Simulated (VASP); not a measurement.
# O (Fm-3m) in VASP: notebook

Runs on O. Level: PBE. Tasks: single point.

All numbers are computed with VASP 6.6.1; they aren't measurements. Logs are shortened: lines on timing, memory, paths and dates and some standing lists are left out, and cuts for length are marked.

## (1) The cell of the first run

It takes space group Fm-3m (No. 225, cubic). The conventional cell has a = 3.037 Å, b = 3.037 Å, c = 3.037 Å, α = 90.00°, β = 90.00°, γ = 90.00°. Within 2.8 Å of O (site symmetry m-3m) lie 12 O at 2.15 Å.

## (2) Single point, PBE (7.00 Å³/atom)

The input, INCAR:

```
ALGO     = Normal         # electronic algorithm
EDIFF    = 1E-6           # SCF threshold, eV
ENCUT    = 520            # plane-wave cutoff, eV
GGA      = PE             # functional
ISIF     = 2              # what is computed and relaxed
ISMEAR   = -1             # smearing method
LASPH    = T              # aspherical terms in the spheres
LCHARG   = F              # write CHGCAR
LREAL    = F              # projectors in reciprocal space
LWAVE    = F              # write WAVECAR
NBANDS   = 9              # bands
NELM     = 80             # most SCF steps
PREC     = Accurate       # precision mode
SIGMA    = 0.05           # smearing width, eV
```

The input, KPOINTS:

```
k-points
0
Gamma
  19 19 19
```

The input, POSCAR:

```
O
1.0
    0.0000000000      1.5183031186      1.5183031186
    1.5183031186      0.0000000000      1.5183031186
    1.5183031186      1.5183031186      0.0000000000
O
1
Direct
    0.0000000000      0.0000000000      0.0000000000
```

Potentials or basis: VASP PAW PBE potentials, release 64 (O).

Run with:

```sh
> cat potpaw_PBE.64/O/POTCAR > POTCAR
> mpirun -np 1 vasp_std > vasp.out
```

OUTCAR:

```text
EDIFF = 1E-6
   ENCUT = 520
   GGA = PE
   ISIF = 2
   ISMEAR = -1
   LASPH = T
   LREAL = F
   NELM = 80
   PREC = Accurate

 ion  position               nearest neighbor table
   1  0.000  0.000  0.000-

  LATTYP: Found a face centered cubic cell.
 ALAT       =     3.0366062372

  Lattice vectors:

 A1 = (   0.0000000000,   1.5183031186,   1.5183031186)
 A2 = (   1.5183031186,   0.0000000000,   1.5183031186)
 A3 = (   1.5183031186,   1.5183031186,   0.0000000000)

Analysis of symmetry for initial positions (statically):
=====================================================================
 Subroutine PRICEL returns:
 Original cell was already a primitive cell.

 Routine SETGRP: Setting up the symmetry group for a
 face centered cubic supercell.

 Subroutine GETGRP returns: Found 48 space group operations
 (whereof 48 operations were pure point group operations)
 out of a pool of 48 trial point group operations.

The static configuration has the point symmetry O_h .

Analysis of symmetry for dynamics (positions and initial velocities):
=====================================================================
 Subroutine PRICEL returns:
 Original cell was already a primitive cell.

 Routine SETGRP: Setting up the symmetry group for a
 face centered cubic supercell.

 Subroutine GETGRP returns: Found 48 space group operations
 (whereof 48 operations were pure point group operations)
 out of a pool of 48 trial point group operations.

The dynamic configuration has the point symmetry O_h .

 Subroutine INISYM returns: Found 48 space group operations
 (whereof 48 operations are pure point group operations),
 and found     1 'primitive' translations

----------------------------------------------------------------------------------------

                                     Primitive cell

  volume of cell :       7.0001

  direct lattice vectors                    reciprocal lattice vectors
     0.000000000  1.518303119  1.518303119    -0.329315006  0.329315006  0.329315006
     1.518303119  0.000000000  1.518303119     0.329315006 -0.329315006  0.329315006
     1.518303119  1.518303119  0.000000000     0.329315006  0.329315006 -0.329315006

  length of vectors
     2.147204862  2.147204862  2.147204862     0.570390321  0.570390321  0.570390321

  position of ions in fractional coordinates (direct lattice)
     0.000000000  0.000000000  0.000000000

  ion indices of the primitive-cell ions
   primitive index   ion index
                 1           1

[... 69 lines left out ...]
   ENCUT  =  520.0 eV  38.22 Ry    6.18 a.u.   3.99  3.99  3.99*2*pi/ulx,y,z
   NELM   =     80;   NELMIN=  2; NELMDL= -5     # of ELM steps
   EDIFF  = 0.1E-05   stopping-criterion for ELM
   LREAL  =      F    real-space projection
   EDIFFG = 0.1E-04   stopping-criterion for IOM
   NSW    =      0    number of steps for IOM
   IBRION =     -1    ionic relax: 0-MD 1-quasi-New 2-CG
   NFREE  =      0    steps in history (QN), initial steepest desc. (CG)
   ISIF   =      2    stress and relaxation
   ISYM   =      2    0-nonsym 1-usesym 2-fastsym
   POTIM  = 0.5000    time-step for ionic-motion
   TEBEG  =    0.0;   TEEND  =   0.0 temperature during run
   PSTRESS=    0.0 pullay stress
   NELECT =       6.0000    total number of electrons
   NUPDOWN=      -1.0000    fix difference up-down
   EMIN   =  10.00;   EMAX   =-10.00  energy-range for DOS
   EFERMI =   0.00;   METHOD = LEGACY
   ISMEAR =    -1;   SIGMA  =   0.05  broadening in eV -4-tet -1-fermi 0-gaus
   EFERMI_NEDOS =   21; number of points for ismear=-14 and -15
   IALGO  =     38    algorithm
   IMIX   =      4    mixing-type and parameters
     AMIX     =   0.40;   BMIX     =  1.00
     AMIX_MAG =   1.60;   BMIX_MAG =  1.00
  volume/ion in A,a.u.               =       7.00        47.24
  Fermi-wavevector in a.u.,A,eV,Ry     =   1.555094  2.938702 32.903223  2.418319
  Thomas-Fermi vector in A             =   2.659085
   LORBIT       =      0    0 simple, 1 ext, 2 COOP (PROOUT), +10 PAW based schemes
   GGA     = PE    functional components
   LHFCALC =     F    Hartree Fock is set to
   AEXX    =    0.0000 exact exchange contribution
   IVDW    =     0    specifies the selected vdW correction
   LEPSILON=     F    determine dielectric tensor
   LRPA    =     F    only Hartree local field effects (RPA)
 non-spin polarized calculation
  energy-cutoff  :      520.00
  volume of cell :        7.00
 maximum number of plane-waves:       199
   NGX =  7   NGY =  7   NGZ =  7

 number of electron       6.0000006 magnetization

 Free energy of the ion-electron system (eV)
  ---------------------------------------------------
  ext. energy  EPLUGINS =         0.00000000
  ---------------------------------------------------
  free energy    TOTEN  =        -2.22081892 eV

  energy without entropy =       -2.21234068  energy(sigma->0) =       -2.21657980

 E-fermi :   3.6440     XC(G=0): -12.8485

 val. band max:        3.6357497216   @ k =   0.4211   0.2632   0.0000
 cond. band min:       3.6453479598   @ k =  -0.4737   0.1579   0.0526
 fundamental gap:      0.0095982382
 Fermi energy:         3.6440441487

 k-point     1 :       0.0000    0.0000    0.0000
  band No.  band energies     occupation
      1     -18.9464      2.00000
      2       5.8768      0.00000
      3       5.8768      0.00000
      4       5.8768      0.00000
      5      24.3670      0.00000
      6      39.8911      0.00000
      7      39.8911      0.00000
      8      39.8911      0.00000
      9      44.9597      0.00000
[... 265 lines left out ...]
 k-point    24 :      -0.2632    0.0526    0.0000
  band No.  band energies     occupation
      1     -16.3933      2.00000
      2       0.3201      2.00000
      3       4.9386      0.00000
      4       5.4101      0.00000
      5      26.8354      0.00000
      6      31.4497      0.00000
      7      38.2272      0.00000
      8      39.5471      0.00000
      9      46.6169      0.00000

 [... further k-points ...]
[... 5 lines left out ...]
  --------------------------------------------------------------------------------------
  -------------------------------------------------------------------------------------
  Total        1.0926908      1.0926908      1.0926908     -0.0000000      0.0000000     -0.0000000
  in kB      250.0935124    250.0935124    250.0935124     -0.0000000      0.0000000     -0.0000000
  external PRESSURE =     250.0935124 kB  Pullay stress =       0.0000000 kB

 VOLUME and BASIS-vectors are now :
 -----------------------------------------------------------------------------
  energy-cutoff  :      520.00
  volume of cell :        7.00
      direct lattice vectors                 reciprocal lattice vectors
     0.000000000  1.518303119  1.518303119    -0.329315006  0.329315006  0.329315006
     1.518303119  0.000000000  1.518303119     0.329315006 -0.329315006  0.329315006
     1.518303119  1.518303119  0.000000000     0.329315006  0.329315006 -0.329315006

 POSITION                                       TOTAL-FORCE (eV/Angst)
 -----------------------------------------------------------------------------------
      0.00000      0.00000      0.00000         0.000000      0.000000      0.000000
 -----------------------------------------------------------------------------------
    total drift:                                0.000000     -0.000000      0.000000

  FREE ENERGIE OF THE ION-ELECTRON SYSTEM (eV)
  ---------------------------------------------------
  free  energy   TOTEN  =        -2.2208189151 eV

  energy  without entropy=       -2.2123406794  energy(sigma->0) =       -2.21657980
```

It took 4.9 s on 1 thread of AMD EPYC 9R45 (Zen 5), shared host; peak memory 0.09 GiB.

Results:

| Quantity | Value |
| --- | --- |
| Free energy | -2.2208 eV |
| Pressure | 25.0 GPa |
| Band gap on the k mesh | zero (bands 3 and 4 overlap by 3.97 eV) |

Caveat: the cell stands under pressure.

## (3) Single point, PBE

The input, INCAR:

```
PREC     = Accurate       # precision mode
ENCUT    = 520            # plane-wave cutoff, eV
EDIFF    = 1E-7           # SCF threshold, eV
ISMEAR   = -1             # smearing method
SIGMA    = 0.05           # smearing width, eV
LREAL    = F              # projectors in reciprocal space
LASPH    = T              # aspherical terms in the spheres
NELM     = 100            # most SCF steps
ALGO     = Normal         # electronic algorithm
ISIF     = 2              # what is computed and relaxed
LWAVE    = F              # write WAVECAR
LCHARG   = F              # write CHGCAR
GGA      = PE             # functional
NBANDS   = 9              # bands
```

The input, KPOINTS:

```
regular mesh
0
Gamma
  19 19 19
```

The input, POSCAR:

```
O
1.0
    0.0000000000      1.5175294069      1.5175294069
    1.5175294069      0.0000000000      1.5175294069
    1.5175294069      1.5175294069      0.0000000000
O
1
Direct
    0.0000000000      0.0000000000      0.0000000000
```

Potentials or basis: VASP PAW PBE potentials, release 64 (O).

Run with:

```sh
> cat potpaw_PBE.64/O/POTCAR > POTCAR
> mpirun -np 1 vasp_std > vasp.out
```

OUTCAR:

```text
PREC = Accurate
   ENCUT = 520
   EDIFF = 1E-7
   ISMEAR = -1
   LREAL = F
   LASPH = T
   NELM = 100
   ISIF = 2
   GGA = PE

 ion  position               nearest neighbor table
   1  0.000  0.000  0.000-

  LATTYP: Found a face centered cubic cell.
 ALAT       =     3.0350588138

  Lattice vectors:

 A1 = (   0.0000000000,   1.5175294069,   1.5175294069)
 A2 = (   1.5175294069,   0.0000000000,   1.5175294069)
 A3 = (   1.5175294069,   1.5175294069,   0.0000000000)

Analysis of symmetry for initial positions (statically):
[... 455 lines left out ...]
      1     -16.3857      2.00000
      2       0.3371      2.00000
      3       4.9629      0.00000
      4       5.4355      0.00000
      5      26.8840      0.00000
      6      31.4896      0.00000
      7      38.2685      0.00000
      8      39.5882      0.00000
      9      46.6667      0.00000

 [... further k-points ...]
[... 5 lines left out ...]
  --------------------------------------------------------------------------------------
  -------------------------------------------------------------------------------------
  Total        1.1076628      1.1076628      1.1076628     -0.0000000     -0.0000000      0.0000000
  in kB      253.9082473    253.9082473    253.9082473     -0.0000000     -0.0000000      0.0000000
  external PRESSURE =     253.9082473 kB  Pullay stress =       0.0000000 kB

 VOLUME and BASIS-vectors are now :
 -----------------------------------------------------------------------------
  energy-cutoff  :      520.00
  volume of cell :        6.99
      direct lattice vectors                 reciprocal lattice vectors
     0.000000000  1.517529407  1.517529407    -0.329482907  0.329482907  0.329482907
     1.517529407  0.000000000  1.517529407     0.329482907 -0.329482907  0.329482907
     1.517529407  1.517529407  0.000000000     0.329482907  0.329482907 -0.329482907

 POSITION                                       TOTAL-FORCE (eV/Angst)
 -----------------------------------------------------------------------------------
      0.00000      0.00000      0.00000        -0.000000     -0.000000      0.000000
 -----------------------------------------------------------------------------------
    total drift:                                0.000000      0.000000      0.000000

  FREE ENERGIE OF THE ION-ELECTRON SYSTEM (eV)
  ---------------------------------------------------
  free  energy   TOTEN  =        -2.2190836602 eV

  energy  without entropy=       -2.2106249217  energy(sigma->0) =       -2.21485429
```

OSZICAR:

```text
N       E                     dE             d eps       ncg     rms          rms(c)
DAV:   1     0.524847552709E+01    0.52485E+01   -0.37606E+03  4514   0.654E+02
DAV:   2    -0.215372303000E+01   -0.74022E+01   -0.69415E+01  4567   0.843E+01
DAV:   3    -0.221725590491E+01   -0.63533E-01   -0.63197E-01  4312   0.586E+00
DAV:   4    -0.221729015002E+01   -0.34245E-04   -0.34245E-04  4289   0.177E-01
DAV:   5    -0.221729017417E+01   -0.24149E-07   -0.23851E-07  4237   0.419E-03    0.266E-01
DAV:   6    -0.221833197098E+01   -0.10418E-02   -0.30346E-04  4110   0.162E-01    0.153E-01
DAV:   7    -0.221904712804E+01   -0.71516E-03   -0.32765E-04  4060   0.172E-01    0.251E-02
DAV:   8    -0.221908616897E+01   -0.39041E-04   -0.27594E-05  4164   0.442E-02    0.543E-03
DAV:   9    -0.221908445865E+01    0.17103E-05   -0.32396E-07  4135   0.604E-03    0.140E-03
DAV:  10    -0.221908368704E+01    0.77161E-06   -0.11199E-07  3969   0.284E-03    0.126E-04
DAV:  11    -0.221908366018E+01    0.26857E-07   -0.12773E-09  2067   0.349E-04
   1 F= -.22190837E+01 E0= -.22148543E+01  d E =-.845874E-02
```

stdout:

```text
POSCAR found type information on POSCAR O
 POSCAR found :  1 types and       1 ions
 scaLAPACK will be used
 LDA part: xc-table for (Slater+PW92), standard interpolation
 POSCAR, INCAR and KPOINTS ok, starting setup
 FFT: planning ... GRIDC
 FFT: planning ... GRID_SOFT
 FFT: planning ... GRID
 WAVECAR not read
 entering main loop
```

Wall time 5.4 s (1 thread of AMD EPYC 9R45 (Zen 5), shared host); peak memory 0.09 GiB.

What came out:

```yaml
Free_energy: -2.2191 eV
Pressure: 25.4 GPa
Band_gap_on_the_k_mesh: zero (bands 3 and 4 overlap by 3.98 eV)
```

Caveat: the cell stands under pressure.

## (4) Single point, PBE

The input, INCAR:

```
SYSTEM = O
PREC = Accurate
ENCUT = 520
EDIFF = 1E-6
ISMEAR = -1
SIGMA = 0.05
LREAL = .False.
LASPH = .True.
NELM = 80
ALGO = Normal
ISIF = 2
LWAVE = .False.
LCHARG = .False.
GGA = PE
NBANDS = 9
```

The input, KPOINTS:

```
Automatic mesh
0
Gamma
  19 19 19
  0 0 0
```

The input, POSCAR:

```
O
1.0
    0.0000000000      1.5174574625      1.5174574625
    1.5174574625      0.0000000000      1.5174574625
    1.5174574625      1.5174574625      0.0000000000
O
1
Direct
    0.0000000000      0.0000000000      0.0000000000
```

Run with:

```sh
> cat potpaw_PBE.64/O/POTCAR > POTCAR
> mpirun -np 1 vasp_std > vasp.out
```

Wall time 4.8 s (1 thread of AMD EPYC 9R45 (Zen 5), shared host); peak memory 0.09 GiB.

Results (log left out):

```yaml
Free_energy: -2.2189 eV
Pressure: 25.4 GPa
Band_gap_on_the_k_mesh: zero (bands 3 and 4 overlap by 3.98 eV)
```

Levels at points of the mesh, in eV from the Fermi level:
| k point | band 1 | band 2 | band 3 | band 4 | band 5 | band 6 | band 7 | band 8 |
| --- | --- | --- | --- | --- | --- | --- | --- | --- |
| (0.00, 0.00, 0.00) | -22.61 | 2.24 | 2.24 | 2.24 | 20.76 | 36.27 | 36.27 | 36.27 |

Caveat: the cell stands under pressure.

## (5) Single point, PBE

This run uses another cell than the first one, of 8.00 Å³/atom.

The input, INCAR:

```
SYSTEM = O
  PREC = Accurate
  ENCUT = 520
  EDIFF = 1E-6
  ISMEAR = -1
  SIGMA = 0.05
  LREAL = .False.
  LASPH = .True.
  NELM = 60
  ALGO = Normal
  ISIF = 2
  LWAVE = .False.
  LCHARG = .True.
  GGA = PE
  LELF = .True.
  LVHAR = .True.
  NBANDS = 9
```

The input, KPOINTS:

```
regular mesh
0
Gamma
  19 19 19
  0 0 0
```

The input, POSCAR:

```
O
1.0
    0.0000000000      1.5874100776      1.5874100776
    1.5874100776      0.0000000000      1.5874100776
    1.5874100776      1.5874100776      0.0000000000
O
1
Direct
    0.0000000000      0.0000000000      0.0000000000
```

Run with:

```sh
> cat potpaw_PBE.64/O/POTCAR > POTCAR
> mpirun -np 1 vasp_std > vasp.out
```

It took 6.9 s on 1 thread of AMD EPYC 9R45 (Zen 5), shared host; peak memory 0.09 GiB.

Results (log left out):

- Free energy: -2.2918 eV
- Pressure: -0.4 GPa
- Band gap on the k mesh: zero (bands 3 and 4 overlap by 3.22 eV)

Levels at points of the mesh, in eV from the Fermi level:
| k point | band 1 | band 2 | band 3 | band 4 | band 5 | band 6 | band 7 | band 8 |
| --- | --- | --- | --- | --- | --- | --- | --- | --- |
| (0.00, 0.00, 0.00) | -21.06 | 1.84 | 1.84 | 1.84 | 18.21 | 34.55 | 34.55 | 34.55 |

## (6) Summary

```tsv
cell	gap on the mesh (eV)	pressure (GPa)
a = 2.147 Å, angles 60.0°, 1 atom	none	25.0
a = 2.146 Å, angles 60.0°, 1 atom	none	25.4
a = 2.245 Å, angles 60.0°, 1 atom	none	-0.4
```

Alike in all rows: task single point; level PBE; potentials or basis VASP PAW PBE potentials, release 64 (O); no spin polarisation; k mesh 19 × 19 × 19; cutoff (eV) 520; smearing fermi-dirac 0.05 eV.

Caveats: the cell stands under pressure (at least some runs).

Absolute energies hang on the potentials; compare differences alone.
